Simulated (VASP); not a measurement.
# HC2 in VASP: single point with PBEsol

Aim: the single point of HC2 with PBEsol.

Everything below comes from runs of VASP 6.6.1. Logs are shortened: lines on timing, memory, paths and dates and some standing lists are left out, and cuts for length are marked.

### 1 The cell of the first run

The cell holds a slab with vacuum, 24 atoms: a = 5.049 Å, b = 5.049 Å, c = 16.776 Å, α = 90.00°, β = 90.00°, γ = 60.00°.

### 2 Single point, PBEsol

The input, INCAR:

```
SYSTEM = HC2
PREC     = Accurate       ! precision mode
ENCUT    = 520            ! plane-wave cutoff, eV
EDIFF    = 1E-6           ! SCF threshold, eV
ISMEAR   = -1             ! smearing method
SIGMA    = 0.02           ! smearing width, eV
LREAL    = Auto         
LASPH    = .True.         ! aspherical terms in the spheres
NELM     = 80             ! most SCF steps
ALGO     = Normal         ! electronic algorithm
ISIF     = 2              ! what is computed and relaxed
LWAVE    = .False.        ! write WAVECAR
LCHARG   = .True.         ! write CHGCAR
GGA      = PS             ! functional
LELF     = .True.         ! ELF
LVHAR    = .True.       
NBANDS   = 54             ! bands
```

The input, KPOINTS:

```
regular mesh
0
Gamma
  3 3 1
  0 0 0
```

The input, POSCAR:

```
HC2
1.0
    5.0487420000      0.0000000000      0.0000000000
    2.5243710000      4.3723390000      0.0000000000
    0.0000000000      0.0000000000     16.7764260000
H C
8 16
Direct
    0.1666667000      0.1666667000      0.0596075000
    0.6666667000      0.1666667000      0.0596075000
    0.1666667000      0.6666667000      0.0596075000
    0.6666667000      0.6666667000      0.0596075000
    0.4992403894      0.0003061113      0.3430245376
   -0.0011657062      0.5006291487      0.3430476033
    0.4991313698      0.5008469756      0.3430323509
    0.0005214123      0.9994127986      0.3430191430
    0.1666667000      0.1666667000      0.1251757000
    0.6666667000      0.1666667000      0.1251757000
    0.1666667000      0.6666667000      0.1251757000
    0.6666667000      0.6666667000      0.1251757000
   -0.1666667000      0.3333333000      0.1558905000
    0.3333333000      0.3333333000      0.1558905000
   -0.1666667000      0.8333333000      0.1558905000
    0.3333333000      0.8333333000      0.1558905000
   -0.1668697629      0.3334370064      0.2478962025
    0.3331257760      0.3334791609      0.2478810712
   -0.1668738765      0.8335212195      0.2478752036
    0.3331626955      0.8334893655      0.2478269913
   -0.0001200747      0.0001047869      0.2766821666
    0.4997340745      0.0001856087      0.2766715833
   -0.0003535654      0.5002341578      0.2766847905
    0.4997162483      0.5002448788      0.2766793230
```

Potentials or basis: VASP PAW PBE potentials, release 64 (H, C).

Command:

```
$ cat potpaw_PBE.64/H/POTCAR potpaw_PBE.64/C/POTCAR > POTCAR
$ mpirun -np 1 vasp_std > vasp.out
```

OUTCAR:

```text
SYSTEM = HC2
   PREC = Accurate
   ENCUT = 520
   EDIFF = 1E-6
   ISMEAR = -1
   LREAL = Auto
   LASPH = .True.
   NELM = 80
   ISIF = 2
   GGA = PS

 ion  position               nearest neighbor table
   1  0.167  0.167  0.060-   9 1.10
   2  0.667  0.167  0.060-  10 1.10
   3  0.167  0.667  0.060-  11 1.10
   4  0.667  0.667  0.060-  12 1.10
   5  0.499  0.000  0.343-  22 1.11
   6  0.999  0.501  0.343-  23 1.11
   7  0.499  0.501  0.343-  24 1.11
   8  0.001  0.999  0.343-  21 1.11
   9  0.167  0.167  0.125-   1 1.10  14 1.55  13 1.55  16 1.55
  10  0.667  0.167  0.125-   2 1.10  13 1.55  14 1.55  15 1.55
  11  0.167  0.667  0.125-   3 1.10  16 1.55  15 1.55  14 1.55
  12  0.667  0.667  0.125-   4 1.10  15 1.55  16 1.55  13 1.55
  13  0.833  0.333  0.156-  17 1.54  10 1.55   9 1.55  12 1.55
  14  0.333  0.333  0.156-  18 1.54   9 1.55  10 1.55  11 1.55
[... 8 lines left out ...]
  23  1.000  0.500  0.277-   6 1.11  17 1.54  19 1.54  18 1.54
  24  0.500  0.500  0.277-   7 1.11  20 1.54  18 1.54  17 1.54

  LATTYP: Found a hexagonal cell.
 ALAT       =     5.0487421480
 C/A-ratio  =     3.3228922192

  Lattice vectors:

 A1 = (  -2.5243710000,  -4.3723390000,   0.0000000000)
 A2 = (   5.0487420000,   0.0000000000,   0.0000000000)
 A3 = (   0.0000000000,   0.0000000000,  16.7764260000)

Analysis of symmetry for initial positions (statically):
=====================================================================
 Subroutine PRICEL returns:
 Original cell was already a primitive cell.

 Routine SETGRP: Setting up the symmetry group for a
 hexagonal supercell.

 Subroutine GETGRP returns: Found  1 space group operations
 (whereof  1 operations were pure point group operations)
 out of a pool of 24 trial point group operations.

The static configuration has the point symmetry C_1 .

Analysis of symmetry for dynamics (positions and initial velocities):
=====================================================================
 Subroutine PRICEL returns:
 Original cell was already a primitive cell.

 Routine SETGRP: Setting up the symmetry group for a
 hexagonal supercell.

 Subroutine GETGRP returns: Found  1 space group operations
 (whereof  1 operations were pure point group operations)
 out of a pool of 24 trial point group operations.

The dynamic configuration has the point symmetry C_1 .

 Subroutine INISYM returns: Found  1 space group operations
 (whereof  1 operations are pure point group operations),
 and found     1 'primitive' translations

----------------------------------------------------------------------------------------

                                     Primitive cell

  volume of cell :     370.3364

  direct lattice vectors                    reciprocal lattice vectors
     5.048742000  0.000000000  0.000000000     0.198069143 -0.114355268  0.000000000
     2.524371000  4.372339000  0.000000000     0.000000000  0.228710537  0.000000000
     0.000000000  0.000000000 16.776426000     0.000000000  0.000000000  0.059607452

  length of vectors
     5.048742000  5.048742148 16.776426000     0.228710544  0.228710537  0.059607452

  position of ions in fractional coordinates (direct lattice)
     0.166666700  0.166666700  0.059607500
     0.666666700  0.166666700  0.059607500
     0.166666700  0.666666700  0.059607500
     0.666666700  0.666666700  0.059607500
     0.499240389  0.000306111  0.343024538
     0.998834294  0.500629149  0.343047603
[... 16 lines left out ...]
     0.999646435  0.500234158  0.276684790
     0.499716248  0.500244879  0.276679323

  ion indices of the primitive-cell ions
   primitive index   ion index
                 1           1
                 2           2
                 3           3
                 4           4
                 5           5
                 6           6
[... 16 lines left out ...]
                23          23
                24          24

----------------------------------------------------------------------------------------

 KPOINTS: regular mesh

Automatic generation of k-mesh.
 Grid dimensions read from file:
 generate k-points for:    3    3    1

 Generating k-lattice:

  Cartesian coordinates                     Fractional coordinates (reciprocal lattice)
     0.066023048 -0.038118423  0.000000000     0.333333333  0.000000000  0.000000000
     0.000000000  0.076236846  0.000000000     0.000000000  0.333333333  0.000000000
     0.000000000  0.000000000  0.059607452     0.000000000  0.000000000  1.000000000

  Length of vectors
     0.076236848  0.076236846  0.059607452

  Shift w.r.t. Gamma in fractional coordinates (k-lattice)
     0.000000000  0.000000000  0.000000000

 Subroutine IBZKPT returns following result:
 ===========================================

 Found      5 irreducible k-points:

 Following reciprocal coordinates:
            Coordinates               Weight
  0.000000  0.000000  0.000000      1.000000
  0.333333  0.000000  0.000000      2.000000
  0.333333  0.333333  0.000000      2.000000
  0.000000  0.333333  0.000000      2.000000
 -0.333333  0.333333  0.000000      2.000000
   k-points           NKPTS =      5   k-points in BZ     NKDIM =      5   number of bands    NBANDS=     54
   number of dos      NEDOS =    301   number of ions     NIONS =     24
   total plane-waves  NPLWV = 201600
   dimension x,y,z NGX =    40 NGY =   40 NGZ =  126
   dimension x,y,z NGXF=    80 NGYF=   80 NGZF=  252
   ions per type =               8  16
   NGX,Y,Z   is equivalent  to a cutoff of  13.17, 13.17, 12.49 a.u.
   NGXF,Y,Z  is equivalent  to a cutoff of  26.34, 26.34, 24.97 a.u.
 SYSTEM =  HC2
   PREC   = accura    normal or accurate (medium, high low for compatibility)
   ISTART =      0    job   : 0-new  1-cont  2-samecut
   ICHARG =      2    charge: 1-file 2-atom 10-const
   ISPIN  =      1    spin polarized calculation?
   LNONCOLLINEAR =      F non collinear calculations
   LSORBIT =      F    spin-orbit coupling
   LASPH  =      T    aspherical Exc in radial PAW
   ENCUT  =  520.0 eV  38.22 Ry    6.18 a.u.   9.39  9.39 31.19*2*pi/ulx,y,z
   NELM   =     80;   NELMIN=  2; NELMDL= -5     # of ELM steps
   EDIFF  = 0.1E-05   stopping-criterion for ELM
   LREAL  =      T    real-space projection
   EDIFFG = 0.1E-04   stopping-criterion for IOM
   NSW    =      0    number of steps for IOM
[... 5 lines left out ...]
   TEBEG  =    0.0;   TEEND  =   0.0 temperature during run
   PSTRESS=    0.0 pullay stress
   NELECT =      72.0000    total number of electrons
   NUPDOWN=      -1.0000    fix difference up-down
   EMIN   =  10.00;   EMAX   =-10.00  energy-range for DOS
   EFERMI =   0.00;   METHOD = LEGACY
   ISMEAR =    -1;   SIGMA  =   0.02  broadening in eV -4-tet -1-fermi 0-gaus
   EFERMI_NEDOS =   21; number of points for ismear=-14 and -15
   IALGO  =     38    algorithm
   IMIX   =      4    mixing-type and parameters
     AMIX     =   0.40;   BMIX     =  1.00
     AMIX_MAG =   1.60;   BMIX_MAG =  1.00
  volume/ion in A,a.u.               =      15.43       104.13
  Fermi-wavevector in a.u.,A,eV,Ry     =   0.948390  1.792197 12.237666  0.899443
  Thomas-Fermi vector in A             =   2.076574
   LORBIT       =      0    0 simple, 1 ext, 2 COOP (PROOUT), +10 PAW based schemes
   GGA     = PS    functional components
   LHFCALC =     F    Hartree Fock is set to
   AEXX    =    0.0000 exact exchange contribution
   IVDW    =     0    specifies the selected vdW correction
   LEPSILON=     F    determine dielectric tensor
   LRPA    =     F    only Hartree local field effects (RPA)
 non-spin polarized calculation
  energy-cutoff  :      520.00
  volume of cell :      370.34
 maximum number of plane-waves:      9984
 NGX is ok and might be reduce to    40
   NGX = 19   NGY = 19   NGZ = 63

 number of electron      72.0000000 magnetization

 Free energy of the ion-electron system (eV)
  ---------------------------------------------------
  ext. energy  EPLUGINS =         0.00000000
  ---------------------------------------------------
  free energy    TOTEN  =      -182.44301529 eV

  energy without entropy =     -182.44301529  energy(sigma->0) =     -182.44301529

 E-fermi :  -0.0126     XC(G=0):  -4.9093

 val. band max:       -0.4736692795   @ k =   0.0000   0.0000   0.0000
 cond. band min:       2.4882162510   @ k =   0.0000   0.0000   0.0000
 fundamental gap:      2.9618855305
 Fermi energy:        -0.0125754605

 k-point     1 :       0.0000    0.0000    0.0000
  band No.  band energies     occupation
      1     -20.2691      2.00000
      2     -17.5513      2.00000
      3     -14.9960      2.00000
      4     -14.9925      2.00000
      5     -14.9916      2.00000
      6     -13.9153      2.00000
[... 40 lines left out ...]
     47       6.9370      0.00000
     48       6.9432      0.00000

 k-point     2 :       0.3333    0.0000    0.0000
  band No.  band energies     occupation
      1     -19.5943      2.00000
      2     -17.6097      2.00000
      3     -16.9063      2.00000
      4     -15.7275      2.00000
      5     -15.7264      2.00000
      6     -15.0311      2.00000
[... 40 lines left out ...]
     47       7.0343      0.00000
     48       7.0365      0.00000

 k-point     3 :       0.3333    0.3333    0.0000
  band No.  band energies     occupation
      1     -19.5943      2.00000
      2     -17.6095      2.00000
      3     -16.9062      2.00000
      4     -15.7281      2.00000
      5     -15.7266      2.00000
      6     -15.0309      2.00000
[... 40 lines left out ...]
     47       7.0335      0.00000
     48       7.0375      0.00000

 k-point     4 :       0.0000    0.3333    0.0000
  band No.  band energies     occupation
      1     -19.5943      2.00000
      2     -17.6095      2.00000
      3     -16.9062      2.00000
      4     -15.7283      2.00000
      5     -15.7266      2.00000
      6     -15.0309      2.00000
[... 40 lines left out ...]
     47       7.0340      0.00000
     48       7.0371      0.00000

 k-point     5 :      -0.3333    0.3333    0.0000
  band No.  band energies     occupation
      1     -18.2646      2.00000
      2     -18.2622      2.00000
      3     -18.2615      2.00000
      4     -15.6419      2.00000
      5     -15.6405      2.00000
      6     -15.6394      2.00000
[... 40 lines left out ...]
     47       7.0365      0.00000
     48       7.2864      0.00000
 [bands above 48 left out]

------------------------ aborting loop because EDIFF is reached ----------------------------------------

  FORCE on cell =-STRESS in cart. coord.  units (eV):
  Direction    XX          YY          ZZ          XY          YZ          ZX
  --------------------------------------------------------------------------------------
  -------------------------------------------------------------------------------------
  Total       -2.0628303     -2.0470198     -0.3524664      0.0143883     -0.0656682      0.0877594
  in kB       -8.9243714     -8.8559709     -1.5248666      0.0622477     -0.2840988      0.3796711
  external PRESSURE =      -6.4350696 kB  Pullay stress =       0.0000000 kB

 VOLUME and BASIS-vectors are now :
 -----------------------------------------------------------------------------
  energy-cutoff  :      520.00
  volume of cell :      370.34
      direct lattice vectors                 reciprocal lattice vectors
     5.048742000  0.000000000  0.000000000     0.198069143 -0.114355268  0.000000000
     2.524371000  4.372339000  0.000000000     0.000000000  0.228710537  0.000000000
     0.000000000  0.000000000 16.776426000     0.000000000  0.000000000  0.059607452

 POSITION                                       TOTAL-FORCE (eV/Angst)
 -----------------------------------------------------------------------------------
      1.26219      0.72872      1.00000        -0.000529      0.000644     -0.331698
      3.78656      0.72872      1.00000        -0.000740      0.000591     -0.331919
      2.52437      2.91489      1.00000        -0.000509      0.000462     -0.331596
      5.04874      2.91489      1.00000        -0.000107      0.000021     -0.331584
      2.52131      0.00134      5.75473         0.009055     -0.004642      0.038760
      6.30663      2.18892      5.75511         0.016017     -0.008337      0.033900
[... 16 lines left out ...]
      6.30973      2.18719      4.64178         0.007070     -0.006271      0.014627
      3.78574      2.18724      4.64169        -0.000378     -0.007517      0.008598
 -----------------------------------------------------------------------------------
    total drift:                               -0.001587      0.001910      0.001898

  FREE ENERGIE OF THE ION-ELECTRON SYSTEM (eV)
  ---------------------------------------------------
  free  energy   TOTEN  =      -182.4430152923 eV

  energy  without entropy=     -182.4430152923  energy(sigma->0) =     -182.44301529
```

It took 7.5 min on 1 thread of Intel Xeon 8259CL, shared host; peak memory 0.47 GiB.

Results:

```yaml
Free_energy: -182.4430 eV
Largest_force: 1.302 eV/Å
Band_gap_on_the_k_mesh: 2.96 eV
```

Forces in eV/Å, atoms in the order of the input:
```
H   -0.001  0.001 -0.332
H   -0.001  0.001 -0.332
H   -0.001  0.000 -0.332
H    0.000  0.000 -0.332
H    0.009 -0.005  0.039
H    0.016 -0.008  0.034
H    0.007 -0.010  0.038
H   -0.004  0.011  0.046
C    0.000  0.001  1.301
C    0.000  0.000  1.301
C    0.000  0.000  1.301
C    0.000  0.000  1.302
C   -0.008  0.002 -1.023
C   -0.007  0.007 -1.027
C   -0.005  0.007 -1.029
C   -0.003  0.005 -1.042
C    0.001  0.007  0.009
C   -0.007  0.010  0.018
C   -0.004 -0.005  0.010
C   -0.003 -0.001  0.015
C   -0.002 -0.006  0.001
C    0.004 -0.001  0.010
C    0.007 -0.006  0.015
C    0.000 -0.008  0.009
```

Caveat: the k points lie up to 0.48 Å⁻¹ apart; there is no dipole correction, which matters where the two faces differ; the PAW data sets were made with another functional, which shifts forces and pressure a little.
